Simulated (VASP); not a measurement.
# Si (P6_3/mmc) in VASP: single point with r2SCAN

Aim: the single point of Si with r2SCAN.

All numbers are computed with VASP 6.6.1; they aren't measurements. Logs are shortened: lines on timing, memory, paths and dates and some standing lists are left out, and cuts for length are marked.

## Step 1: The cell of the first run

It takes space group P6_3/mmc (No. 194, hexagonal). The conventional cell has a = 2.444 Å, b = 2.444 Å, c = 4.152 Å, α = 90.00°, β = 90.00°, γ = 120.00°. Within 3.2 Å of Si (site symmetry -6m2) lie 12 Si at 2.44 to 2.51 Å.

This isn't the form of Si at room conditions, which is diamond.

## Step 2: Single point, r2SCAN

Contents of POSCAR:

```
Si
1.0
    4.8879998997      0.0000000000      0.0000000000
   -2.4439999499      4.2331320868      0.0000000000
    0.0000000000      0.0000000000      8.3040000000
Si
16
Direct
    0.1666666667      0.3333333333      0.1250000000
    0.3333333333      0.1666666667      0.3750000000
    0.1666666667      0.3333333333      0.6250000000
    0.3333333333      0.1666666667      0.8750000000
    0.1666666667      0.8333333333      0.1250000000
    0.3333333333      0.6666666667      0.3750000000
    0.1666666667      0.8333333333      0.6250000000
    0.3333333333      0.6666666667      0.8750000000
    0.6666666667      0.3333333333      0.1250000000
    0.8333333333      0.1666666667      0.3750000000
    0.6666666667      0.3333333333      0.6250000000
    0.8333333333      0.1666666667      0.8750000000
    0.6666666667      0.8333333333      0.1250000000
    0.8333333333      0.6666666667      0.3750000000
    0.6666666667      0.8333333333      0.6250000000
    0.8333333333      0.6666666667      0.8750000000
```

Contents of INCAR.step1:

```
SYSTEM = Si
PREC = Accurate
ENCUT = 550
ISMEAR = 1
SIGMA = 0.05
LREAL = .False.
LASPH = .True.
NELM = 120
NBANDS = 46
GGA = PE
ALGO = Normal
EDIFF = 1E-5
LWAVE = .True.
LCHARG = .False.
GGA_COMPAT = .False.
```

Contents of INCAR.step2:

```
SYSTEM = Si
PREC = Accurate
ENCUT = 550
EDIFF = 1E-6
ISMEAR = 1
SIGMA = 0.05
LREAL = .False.
LASPH = .True.
NELM = 120
ALGO = Normal
ISIF = 2
LWAVE = .False.
LCHARG = .False.
METAGGA = R2SCAN
LMIXTAU = .True.
NBANDS = 46
ISTART = 1
GGA_COMPAT = .False.
```

Contents of KPOINTS:

```
Automatic mesh
0
Gamma
  3 3 2
  0 0 0
```

Potentials or basis: VASP PAW PBE potentials, release 64 (Si).

Started as:

```bash
> cat potpaw_PBE.64/Si/POTCAR > POTCAR
> cp INCAR.step1 INCAR
> mpirun -np 1 vasp_std > vasp.out
> cp INCAR.step2 INCAR
> mpirun -np 1 vasp_std > vasp.out
```

OUTCAR:

```text
SYSTEM = Si
   PREC = Accurate
   ENCUT = 550
   EDIFF = 1E-6
   ISMEAR = 1
   LREAL = .False.
   LASPH = .True.
   NELM = 120
   ISIF = 2
   METAGGA = R2SCAN
   ISTART = 1

 ion  position               nearest neighbor table
   1  0.167  0.333  0.125-  13 2.44  13 2.44   5 2.44   5 2.44   9 2.44   9 2.44   2 2.51   4 2.51
                             8 2.51   6 2.51  10 2.51  12 2.51
   2  0.333  0.167  0.375-  14 2.44  14 2.44   6 2.44   6 2.44  10 2.44  10 2.44   1 2.51   3 2.51
                             7 2.51   5 2.51   9 2.51  11 2.51
   3  0.167  0.333  0.625-  15 2.44  15 2.44   7 2.44   7 2.44  11 2.44  11 2.44   2 2.51   4 2.51
                             8 2.51   6 2.51  10 2.51  12 2.51
   4  0.333  0.167  0.875-  16 2.44  16 2.44   8 2.44   8 2.44  12 2.44  12 2.44   1 2.51   3 2.51
                             5 2.51   7 2.51  11 2.51   9 2.51
   5  0.167  0.833  0.125-   9 2.44   9 2.44   1 2.44   1 2.44  13 2.44  13 2.44   8 2.51   6 2.51
                             4 2.51   2 2.51  16 2.51  14 2.51
   6  0.333  0.667  0.375-  10 2.44  10 2.44   2 2.44   2 2.44  14 2.44  14 2.44   7 2.51   5 2.51
                             3 2.51   1 2.51  15 2.51  13 2.51
   7  0.167  0.833  0.625-  11 2.44  11 2.44   3 2.44   3 2.44  15 2.44  15 2.44   8 2.51   6 2.51
                             4 2.51   2 2.51  16 2.51  14 2.51
   8  0.333  0.667  0.875-  12 2.44  12 2.44   4 2.44   4 2.44  16 2.44  16 2.44   7 2.51   5 2.51
                             1 2.51   3 2.51  13 2.51  15 2.51
   9  0.667  0.333  0.125-   5 2.44   5 2.44  13 2.44  13 2.44   1 2.44   1 2.44  10 2.51  12 2.51
[... 22 lines left out ...]
 A1 = (   4.8879998997,   0.0000000000,   0.0000000000)
 A2 = (  -2.4439999499,   4.2331320868,   0.0000000000)
 A3 = (   0.0000000000,   0.0000000000,   8.3040000000)

Analysis of symmetry for initial positions (statically):
=====================================================================
 Subroutine PRICEL returns following result:

  LATTYP: Found a hexagonal cell.
 ALAT       =     2.4439999498
 C/A-ratio  =     1.6988543720

  Lattice vectors:

 A1 = (   2.4439999498,   0.0000000000,   0.0000000000)
 A2 = (  -1.2219999749,   2.1165660434,   0.0000000000)
 A3 = (   0.0000000000,   0.0000000000,   4.1520000000)

   8 primitive cells build up your supercell.

 Routine SETGRP: Setting up the symmetry group for a
 hexagonal supercell.

 Subroutine GETGRP returns: Found 24 space group operations
 (whereof 12 operations were pure point group operations)
 out of a pool of 24 trial point group operations.

The static configuration has the point symmetry D_3d.
 The point group associated with its full space group is D_6h.

Analysis of symmetry for dynamics (positions and initial velocities):
[... 115 lines left out ...]
   NELECT =      64.0000    total number of electrons
   NUPDOWN=      -1.0000    fix difference up-down
   EMIN   =  10.00;   EMAX   =-10.00  energy-range for DOS
   EFERMI =   0.00;   METHOD = LEGACY
   ISMEAR =     1;   SIGMA  =   0.05  broadening in eV -4-tet -1-fermi 0-gaus
   EFERMI_NEDOS =   21; number of points for ismear=-14 and -15
   IALGO  =     38    algorithm
   IMIX   =      4    mixing-type and parameters
     AMIX     =   0.40;   BMIX     =  1.00
     AMIX_MAG =   1.60;   BMIX_MAG =  1.00
  volume/ion in A,a.u.               =      10.74        72.47
  Fermi-wavevector in a.u.,A,eV,Ry     =   1.177899  2.225906 18.877348  1.387446
  Thomas-Fermi vector in A             =   2.314237
   LORBIT       =      0    0 simple, 1 ext, 2 COOP (PROOUT), +10 PAW based schemes
   METAGGA = R2SCAN    functional components
   LHFCALC =     F    Hartree Fock is set to
   AEXX    =    0.0000 exact exchange contribution
   IVDW    =     0    specifies the selected vdW correction
   LEPSILON=     F    determine dielectric tensor
   LRPA    =     F    only Hartree local field effects (RPA)
 non-spin polarized calculation
 Methfessel and Paxton  Order N= 1 SIGMA  =   0.05
  energy-cutoff  :      550.00
  volume of cell :      171.82
 maximum number of plane-waves:      5107
 NGX is ok and might be reduce to    40
   NGX = 19   NGY = 19   NGZ = 31

 number of electron      63.9999996 magnetization

 Free energy of the ion-electron system (eV)
  ---------------------------------------------------
  ext. energy  EPLUGINS =         0.00000000
  ---------------------------------------------------
  free energy    TOTEN  =      -124.18189024 eV

  energy without entropy =     -124.18074209  energy(sigma->0) =     -124.18150752

 E-fermi :  15.2185     XC(G=0): -13.2879

 val. band max:       15.2147027858   @ k =   0.0000   0.0000   0.0000
 cond. band min:      15.6236385967   @ k =   0.3333   0.0000   0.0000
 fundamental gap:      0.4089358109
 Fermi energy:        15.2185480447

 k-point     1 :       0.0000    0.0000    0.0000
  band No.  band energies     occupation
      1      -3.8901      2.00000
      2      -1.6761      2.00000
      3      -1.6761      2.00000
      4       4.4296      2.00000
      5       4.4296      2.00000
      6       4.4296      2.00000
[... 271 lines left out ...]
     43      19.8953      0.00000
     44      19.8953      0.00000
 [bands above 44 left out]

------------------------ aborting loop because EDIFF is reached ----------------------------------------

  FORCE on cell =-STRESS in cart. coord.  units (eV):
  Direction    XX          YY          ZZ          XY          YZ          ZX
  --------------------------------------------------------------------------------------
  -------------------------------------------------------------------------------------
  Total       45.6614883     45.6614883     41.1805850     -0.0000000      0.0000000     -0.0000000
  in kB      425.7751358    425.7751358    383.9925034     -0.0000000      0.0000000     -0.0000000
  external PRESSURE =     411.8475917 kB  Pullay stress =       0.0000000 kB

 VOLUME and BASIS-vectors are now :
 -----------------------------------------------------------------------------
  energy-cutoff  :      550.00
  volume of cell :      171.82
      direct lattice vectors                 reciprocal lattice vectors
     4.887999900  0.000000000  0.000000000     0.204582656  0.118115851  0.000000000
    -2.443999950  4.233132087  0.000000000     0.000000000  0.236231703  0.000000000
     0.000000000  0.000000000  8.304000000     0.000000000  0.000000000  0.120423892

 POSITION                                       TOTAL-FORCE (eV/Angst)
 -----------------------------------------------------------------------------------
      0.00000      1.41104      1.03800         0.000000      0.000000      0.000000
      1.22200      0.70552      3.11400        -0.000000      0.000000      0.000000
      0.00000      1.41104      5.19000         0.000000      0.000000     -0.000000
      1.22200      0.70552      7.26600        -0.000000      0.000000      0.000000
     -1.22200      3.52761      1.03800        -0.000000      0.000000     -0.000000
     -0.00000      2.82209      3.11400        -0.000000     -0.000000      0.000000
[... 8 lines left out ...]
      1.22200      3.52761      5.19000         0.000000     -0.000000     -0.000000
      2.44400      2.82209      7.26600        -0.000000     -0.000000      0.000000
 -----------------------------------------------------------------------------------
    total drift:                                0.000000      0.000000      0.000000

  FREE ENERGIE OF THE ION-ELECTRON SYSTEM (eV)
  ---------------------------------------------------
  free  energy   TOTEN  =      -124.1818902408 eV

  energy  without entropy=     -124.1807420889  energy(sigma->0) =     -124.18150752
```

OUTCAR.step1:

```text
SYSTEM = Si
   PREC = Accurate
   ENCUT = 550
   ISMEAR = 1
   LREAL = .False.
   LASPH = .True.
   NELM = 120
[... 543 lines left out ...]
     -0.00000      2.82209      3.11400        -0.000000     -0.000000     -0.000000
[... 8 lines left out ...]
      1.22200      3.52761      5.19000         0.000000      0.000000     -0.000000
      2.44400      2.82209      7.26600        -0.000000      0.000000      0.000000
 -----------------------------------------------------------------------------------
    total drift:                               -0.000000      0.000000      0.000000

  FREE ENERGIE OF THE ION-ELECTRON SYSTEM (eV)
  ---------------------------------------------------
  free  energy   TOTEN  =       -71.9124110613 eV

  energy  without entropy=      -71.9101294669  energy(sigma->0) =      -71.91165053
```

Run time: 7.2 min. Hardware: 1 thread of AMD EPYC 7R13, shared host; peak memory 0.31 GiB.

What came out:

* Free energy: -124.1819 eV
* Pressure: 41.2 GPa
* Band gap on the k mesh: zero (bands 32 and 33 overlap by 3.65 eV)

Stress tensor (GPa, compression positive):
```
42.58  0.00  0.00
 0.00 42.58  0.00
 0.00  0.00 38.40
```

Caveat: the k points lie up to 0.49 Å⁻¹ apart, too coarse for converged energies and pressures of a metal; the PAW data sets were made with another functional, which shifts forces and pressure a little.

The gap in the log of VASP goes by the Fermi energy; the results here count the filled bands.